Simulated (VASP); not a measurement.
# Cs (Fd-3m) in VASP: a series of runs

Runs on Cs. Level: PBE. Tasks: single point.

Program: VASP 6.6.1. These are calculated values, not measurements. Logs are shortened: lines on timing, memory, paths and dates and some standing lists are left out, and cuts for length are marked.

### Step 1. The cell of the first run

Symmetry: Fd-3m, No. 227, cubic system. The conventional cell has a = 11.701 Å, b = 11.701 Å, c = 11.701 Å, α = 90.00°, β = 90.00°, γ = 90.00°.

### Step 2. Single point, PBE

Input file INCAR:

```
SYSTEM = Cs
PREC = Accurate ; ENCUT = 520
EDIFF = 1E-7 ; ISMEAR = -1
SIGMA = 0.06122561905347299 ; LREAL = .False.
LASPH = .True. ; NELM = 60
ALGO = Normal ; ISIF = 2
LWAVE = .False. ; LCHARG = .False.
GGA = PE ; NBANDS = 16
```

Input file KPOINTS:

```
Automatic mesh
0
Gamma
  9 9 9
  0 0 0
```

Input file POSCAR:

```
Cs
1.0
    0.0000000000      5.8503471175      5.8503471175
    5.8503471175      0.0000000000      5.8503471175
    5.8503471175      5.8503471175      0.0000000000
Cs
2
Direct
    0.0000000000      0.0000000000      0.0000000000
    0.2500000000      0.2500000000      0.2500000000
```

Potentials or basis: VASP PAW PBE potentials, release 64 (Cs_sv).

Launch:

```
$ cat potpaw_PBE.64/Cs_sv/POTCAR > POTCAR
$ mpirun -np 1 vasp_std > vasp.out
```

OUTCAR:

```text
SYSTEM = Cs
   PREC = Accurate
   ENCUT = 520
   EDIFF = 1E-7
   ISMEAR = -1
   LREAL = .False.
   LASPH = .True.
   NELM = 60
   ISIF = 2
   GGA = PE

 ion  position               nearest neighbor table
   1  0.000  0.000  0.000-
   2  0.250  0.250  0.250-

  LATTYP: Found a face centered cubic cell.
 ALAT       =    11.7006942350

  Lattice vectors:

 A1 = (   0.0000000000,   5.8503471175,   5.8503471175)
 A2 = (   5.8503471175,   0.0000000000,   5.8503471175)
 A3 = (   5.8503471175,   5.8503471175,   0.0000000000)

Analysis of symmetry for initial positions (statically):
[... 6 lines left out ...]

 Subroutine GETGRP returns: Found 48 space group operations
 (whereof 24 operations were pure point group operations)
 out of a pool of 48 trial point group operations.

The static configuration has the point symmetry T_d .
 The point group associated with its full space group is O_h .

Analysis of symmetry for dynamics (positions and initial velocities):
[... 6 lines left out ...]

 Subroutine GETGRP returns: Found 48 space group operations
 (whereof 24 operations were pure point group operations)
 out of a pool of 48 trial point group operations.

The dynamic configuration has the point symmetry T_d .
 The point group associated with its full space group is O_h .

 Subroutine INISYM returns: Found 48 space group operations
 (whereof 24 operations are pure point group operations),
 and found     1 'primitive' translations

----------------------------------------------------------------------------------------

                                     Primitive cell

  volume of cell :     400.4745

  direct lattice vectors                    reciprocal lattice vectors
     0.000000000  5.850347118  5.850347118    -0.085465014  0.085465014  0.085465014
     5.850347118  0.000000000  5.850347118     0.085465014 -0.085465014  0.085465014
     5.850347118  5.850347118  0.000000000     0.085465014  0.085465014 -0.085465014

  length of vectors
     8.273640238  8.273640238  8.273640238     0.148029747  0.148029747  0.148029747

  position of ions in fractional coordinates (direct lattice)
     0.000000000  0.000000000  0.000000000
     0.250000000  0.250000000  0.250000000

  ion indices of the primitive-cell ions
   primitive index   ion index
                 1           1
                 2           2

----------------------------------------------------------------------------------------

 KPOINTS: Automatic mesh

Automatic generation of k-mesh.
 Grid dimensions read from file:
 generate k-points for:    9    9    9

 Generating k-lattice:

  Cartesian coordinates                     Fractional coordinates (reciprocal lattice)
    -0.009496113  0.009496113  0.009496113     0.111111111  0.000000000  0.000000000
     0.009496113 -0.009496113  0.009496113     0.000000000  0.111111111  0.000000000
     0.009496113  0.009496113 -0.009496113     0.000000000  0.000000000  0.111111111

  Length of vectors
     0.016447750  0.016447750  0.016447750

  Shift w.r.t. Gamma in fractional coordinates (k-lattice)
     0.000000000  0.000000000  0.000000000

 Subroutine IBZKPT returns following result:
 ===========================================

 Found     35 irreducible k-points:

 Following reciprocal coordinates:
            Coordinates               Weight
  0.000000  0.000000  0.000000      1.000000
  0.111111  0.000000  0.000000      8.000000
  0.222222  0.000000  0.000000      8.000000
  0.333333  0.000000  0.000000      8.000000
  0.444444  0.000000  0.000000      8.000000
  0.111111  0.111111  0.000000      6.000000
[... 16 lines left out ...]
 -0.333333  0.333333  0.000000     12.000000
  0.444444  0.444444  0.000000      6.000000
 [... further k-points ...]
   k-points           NKPTS =     35   k-points in BZ     NKDIM =     35   number of bands    NBANDS=     16
   number of dos      NEDOS =    301   number of ions     NIONS =      2
   total plane-waves  NPLWV = 262144
   dimension x,y,z NGX =    64 NGY =   64 NGZ =   64
   dimension x,y,z NGXF=   128 NGYF=  128 NGZF=  128
   ions per type =               2
   NGX,Y,Z   is equivalent  to a cutoff of  12.86, 12.86, 12.86 a.u.
   NGXF,Y,Z  is equivalent  to a cutoff of  25.72, 25.72, 25.72 a.u.
 SYSTEM =  Cs
   PREC   = accura    normal or accurate (medium, high low for compatibility)
   ISTART =      0    job   : 0-new  1-cont  2-samecut
   ICHARG =      2    charge: 1-file 2-atom 10-const
   ISPIN  =      1    spin polarized calculation?
   LNONCOLLINEAR =      F non collinear calculations
   LSORBIT =      F    spin-orbit coupling
   LASPH  =      T    aspherical Exc in radial PAW
   ENCUT  =  520.0 eV  38.22 Ry    6.18 a.u.  15.38 15.38 15.38*2*pi/ulx,y,z
   NELM   =     60;   NELMIN=  2; NELMDL= -5     # of ELM steps
   EDIFF  = 0.1E-06   stopping-criterion for ELM
   LREAL  =      F    real-space projection
   EDIFFG = 0.1E-05   stopping-criterion for IOM
   NSW    =      0    number of steps for IOM
   IBRION =     -1    ionic relax: 0-MD 1-quasi-New 2-CG
   NFREE  =      0    steps in history (QN), initial steepest desc. (CG)
   ISIF   =      2    stress and relaxation
   ISYM   =      2    0-nonsym 1-usesym 2-fastsym
   POTIM  = 0.5000    time-step for ionic-motion
   TEBEG  =    0.0;   TEEND  =   0.0 temperature during run
   PSTRESS=    0.0 pullay stress
   NELECT =      18.0000    total number of electrons
   NUPDOWN=      -1.0000    fix difference up-down
   EMIN   =  10.00;   EMAX   =-10.00  energy-range for DOS
   EFERMI =   0.00;   METHOD = LEGACY
   ISMEAR =    -1;   SIGMA  =   0.06  broadening in eV -4-tet -1-fermi 0-gaus
   EFERMI_NEDOS =   21; number of points for ismear=-14 and -15
   IALGO  =     38    algorithm
   IMIX   =      4    mixing-type and parameters
     AMIX     =   0.40;   BMIX     =  1.00
     AMIX_MAG =   1.60;   BMIX_MAG =  1.00
  volume/ion in A,a.u.               =     200.24      1351.27
  Fermi-wavevector in a.u.,A,eV,Ry     =   0.582068  1.099950  4.609703  0.338804
  Thomas-Fermi vector in A             =   1.626825
   LORBIT       =      0    0 simple, 1 ext, 2 COOP (PROOUT), +10 PAW based schemes
   GGA     = PE    functional components
   LHFCALC =     F    Hartree Fock is set to
   AEXX    =    0.0000 exact exchange contribution
   IVDW    =     0    specifies the selected vdW correction
   LEPSILON=     F    determine dielectric tensor
   LRPA    =     F    only Hartree local field effects (RPA)
 non-spin polarized calculation
  energy-cutoff  :      520.00
  volume of cell :      400.47
 maximum number of plane-waves:     10849
 NGX is ok and might be reduce to    64
   NGX = 31   NGY = 31   NGZ = 31

 number of electron      17.9999999 magnetization

 Free energy of the ion-electron system (eV)
  ---------------------------------------------------
  ext. energy  EPLUGINS =         0.00000000
  ---------------------------------------------------
  free energy    TOTEN  =        -1.20511585 eV

  energy without entropy =       -1.18573544  energy(sigma->0) =       -1.19542565

 E-fermi :  -0.5258     XC(G=0):  -4.0710

 val. band max:       -0.5365379240   @ k =  -0.4444   0.4444   0.0000
 cond. band min:      -0.5020728623   @ k =  -0.4444   0.4444   0.0000
 fundamental gap:      0.0344650617
 Fermi energy:        -0.5258361516

 k-point     1 :       0.0000    0.0000    0.0000
  band No.  band energies     occupation
      1     -24.8509      2.00000
      2     -24.8398      2.00000
      3     -11.6807      2.00000
      4     -11.6807      2.00000
      5     -11.6807      2.00000
      6     -11.6063      2.00000
[... 8 lines left out ...]
     15       1.1644      0.00000
     16       1.1644      0.00000

 k-point     2 :       0.1111    0.0000    0.0000
  band No.  band energies     occupation
      1     -24.8507      2.00000
      2     -24.8400      2.00000
      3     -11.6817      2.00000
      4     -11.6817      2.00000
      5     -11.6804      2.00000
      6     -11.6069      2.00000
[... 8 lines left out ...]
     15       1.0374      0.00000
     16       1.1759      0.00000

 k-point     3 :       0.2222    0.0000    0.0000
  band No.  band energies     occupation
      1     -24.8500      2.00000
      2     -24.8407      2.00000
      3     -11.6839      2.00000
      4     -11.6839      2.00000
      5     -11.6794      2.00000
      6     -11.6082      2.00000
[... 8 lines left out ...]
     15       0.9903      0.00000
     16       1.2191      0.00000

 k-point     4 :       0.3333    0.0000    0.0000
  band No.  band energies     occupation
      1     -24.8490      2.00000
      2     -24.8417      2.00000
      3     -11.6863      2.00000
      4     -11.6863      2.00000
      5     -11.6783      2.00000
      6     -11.6098      2.00000
[... 8 lines left out ...]
     15       1.0266      0.00000
     16       1.3102      0.00000

 k-point     5 :       0.4444    0.0000    0.0000
  band No.  band energies     occupation
      1     -24.8482      2.00000
      2     -24.8424      2.00000
      3     -11.6878      2.00000
      4     -11.6878      2.00000
      5     -11.6776      2.00000
      6     -11.6108      2.00000
[... 8 lines left out ...]
     15       1.0329      0.00000
     16       1.4039      0.00000

 k-point     6 :       0.1111    0.1111    0.0000
  band No.  band energies     occupation
      1     -24.8506      2.00000
      2     -24.8401      2.00000
      3     -11.6827      2.00000
      4     -11.6827      2.00000
      5     -11.6786      2.00000
      6     -11.6087      2.00000
[... 8 lines left out ...]
     15       0.9778      0.00000
     16       1.1812      0.00000
[... 267 lines left out ...]
 k-point    21 :       0.4444    0.3333    0.0000
  band No.  band energies     occupation
      1     -24.8472      2.00000
      2     -24.8435      2.00000
      3     -11.6943      2.00000
      4     -11.6935      2.00000
      5     -11.6573      2.00000
      6     -11.6312      2.00000
[... 8 lines left out ...]
     15       1.1742      0.00000
     16       1.2860      0.00000

 k-point    22 :      -0.4444    0.3333    0.0000
  band No.  band energies     occupation
      1     -24.8464      2.00000
      2     -24.8443      2.00000
      3     -11.6961      2.00000
      4     -11.6933      2.00000
      5     -11.6540      2.00000
      6     -11.6344      2.00000
[... 8 lines left out ...]
     15       1.1039      0.00000
     16       1.4179      0.00000

 k-point    23 :      -0.3333    0.3333    0.0000
  band No.  band energies     occupation
      1     -24.8467      2.00000
      2     -24.8439      2.00000
      3     -11.6965      2.00000
      4     -11.6917      2.00000
      5     -11.6580      2.00000
      6     -11.6303      2.00000
[... 8 lines left out ...]
     15       1.0788      0.00000
     16       1.4476      0.00000

 k-point    24 :       0.4444    0.4444    0.0000
  band No.  band energies     occupation
      1     -24.8463      2.00000
      2     -24.8444      2.00000
      3     -11.6950      2.00000
      4     -11.6950      2.00000
      5     -11.6508      2.00000
      6     -11.6379      2.00000
[... 8 lines left out ...]
     15       1.2573      0.00000
     16       1.2573      0.00000

 [... further k-points ...]
[... 5 lines left out ...]
  --------------------------------------------------------------------------------------
  -------------------------------------------------------------------------------------
  Total       -0.1021961     -0.1021961     -0.1021961     -0.0000000     -0.0000000      0.0000000
  in kB       -0.4088557     -0.4088557     -0.4088557     -0.0000000     -0.0000000      0.0000000
  external PRESSURE =      -0.4088557 kB  Pullay stress =       0.0000000 kB

 VOLUME and BASIS-vectors are now :
 -----------------------------------------------------------------------------
  energy-cutoff  :      520.00
  volume of cell :      400.47
      direct lattice vectors                 reciprocal lattice vectors
     0.000000000  5.850347118  5.850347118    -0.085465014  0.085465014  0.085465014
     5.850347118  0.000000000  5.850347118     0.085465014 -0.085465014  0.085465014
     5.850347118  5.850347118  0.000000000     0.085465014  0.085465014 -0.085465014

 POSITION                                       TOTAL-FORCE (eV/Angst)
 -----------------------------------------------------------------------------------
      0.00000      0.00000      0.00000         0.000000      0.000000      0.000000
      2.92517      2.92517      2.92517        -0.000000     -0.000000     -0.000000
 -----------------------------------------------------------------------------------
    total drift:                               -0.000000     -0.000000     -0.000000

  FREE ENERGIE OF THE ION-ELECTRON SYSTEM (eV)
  ---------------------------------------------------
  free  energy   TOTEN  =        -1.2051158545 eV

  energy  without entropy=       -1.1857354415  energy(sigma->0) =       -1.19542565
```

It took 5 min on 1 thread of Oxide Virtual Turin-like, shared host; peak memory 0.61 GiB.

Results:

| Property | Result |
| --- | --- |
| Free energy | -1.2051 eV |
| Pressure | 0.0 GPa |
| Band gap on the k mesh | 0.03 eV, direct |

Levels at points of the mesh, in eV from the valence-band top:
| k point | band 6 | band 7 | band 8 | band 9 | band 10 | band 11 | band 12 | band 13 |
| --- | --- | --- | --- | --- | --- | --- | --- | --- |
| (0.00, 0.00, 0.00) | -11.07 | -11.07 | -11.07 | -1.20 | 1.35 | 1.35 | 1.35 | 1.38 |

Caveat: spin-orbit coupling is left out, which moves the levels of the heavy elements. A k mesh can miss the band edges.

### Step 3. Single point, PBE

Input file INCAR:

```
ALGO = Normal ; EDIFF = 1E-6
ENCUT = 520 ; GGA = PE
ISIF = 2 ; ISMEAR = -1
LASPH = T ; LCHARG = F
LREAL = F ; LWAVE = F
NBANDS = 16 ; NELM = 60
PREC = Accurate ; SIGMA = 0.06122561905347299
```

Input file KPOINTS:

```
k-points
0
Gamma
  9 9 9
```

POSCAR is that of step 2.

Potentials or basis: VASP PAW PBE potentials, release 64 (Cs_sv).

Launch:

```
$ cat potpaw_PBE.64/Cs_sv/POTCAR > POTCAR
$ mpirun -np 1 vasp_std > vasp.out
```

OUTCAR:

```text
EDIFF = 1E-6
   ENCUT = 520
   GGA = PE
   ISIF = 2
   ISMEAR = -1
   LASPH = T
   LREAL = F
   NELM = 60
   PREC = Accurate

 ion  position               nearest neighbor table
   1  0.000  0.000  0.000-
   2  0.250  0.250  0.250-

  LATTYP: Found a face centered cubic cell.
 ALAT       =    11.7006942350

  Lattice vectors:

 A1 = (   0.0000000000,   5.8503471175,   5.8503471175)
 A2 = (   5.8503471175,   0.0000000000,   5.8503471175)
 A3 = (   5.8503471175,   5.8503471175,   0.0000000000)

Analysis of symmetry for initial positions (statically):
=====================================================================
 Subroutine PRICEL returns:
 Original cell was already a primitive cell.

 Routine SETGRP: Setting up the symmetry group for a
 face centered cubic supercell.

 Subroutine GETGRP returns: Found 48 space group operations
 (whereof 24 operations were pure point group operations)
[... 162 lines left out ...]
  free energy    TOTEN  =        -1.20511589 eV

  energy without entropy =       -1.18573489  energy(sigma->0) =       -1.19542539

 E-fermi :  -0.5258     XC(G=0):  -4.0710

 val. band max:       -0.5365354724   @ k =  -0.4444   0.4444   0.0000
 cond. band min:      -0.5020717621   @ k =  -0.4444   0.4444   0.0000
 fundamental gap:      0.0344637102
 Fermi energy:        -0.5258364891

 k-point     1 :       0.0000    0.0000    0.0000
  band No.  band energies     occupation
      1     -24.8509      2.00000
      2     -24.8398      2.00000
      3     -11.6807      2.00000
      4     -11.6807      2.00000
      5     -11.6807      2.00000
      6     -11.6063      2.00000
[... 433 lines left out ...]
      3     -11.6950      2.00000
      4     -11.6950      2.00000
      5     -11.6508      2.00000
      6     -11.6379      2.00000
[... 8 lines left out ...]
     15       1.2573      0.00000
     16       1.2573      0.00000

 [... further k-points ...]

------------------------ aborting loop because EDIFF is reached ----------------------------------------

  FORCE on cell =-STRESS in cart. coord.  units (eV):
  Direction    XX          YY          ZZ          XY          YZ          ZX
  --------------------------------------------------------------------------------------
  -------------------------------------------------------------------------------------
  Total       -0.1020949     -0.1020949     -0.1020949      0.0000000     -0.0000000      0.0000000
  in kB       -0.4084508     -0.4084508     -0.4084508      0.0000000     -0.0000000      0.0000000
  external PRESSURE =      -0.4084508 kB  Pullay stress =       0.0000000 kB

 VOLUME and BASIS-vectors are now :
 -----------------------------------------------------------------------------
  energy-cutoff  :      520.00
  volume of cell :      400.47
      direct lattice vectors                 reciprocal lattice vectors
     0.000000000  5.850347118  5.850347118    -0.085465014  0.085465014  0.085465014
     5.850347118  0.000000000  5.850347118     0.085465014 -0.085465014  0.085465014
     5.850347118  5.850347118  0.000000000     0.085465014  0.085465014 -0.085465014

 POSITION                                       TOTAL-FORCE (eV/Angst)
 -----------------------------------------------------------------------------------
      0.00000      0.00000      0.00000         0.000000      0.000000      0.000000
      2.92517      2.92517      2.92517        -0.000000     -0.000000     -0.000000
 -----------------------------------------------------------------------------------
    total drift:                               -0.000000     -0.000000     -0.000000

  FREE ENERGIE OF THE ION-ELECTRON SYSTEM (eV)
  ---------------------------------------------------
  free  energy   TOTEN  =        -1.2051158897 eV

  energy  without entropy=       -1.1857348896  energy(sigma->0) =       -1.19542539
```

Wall time 10 min (1 thread of Oxide Virtual Turin-like, shared host); peak memory 0.61 GiB.

Results:

```
Free energy            : -1.2051 eV
Pressure               : 0.0 GPa
Band gap on the k mesh : 0.03 eV, direct
```

Caveat: spin-orbit coupling is left out, which moves the levels of the heavy elements.
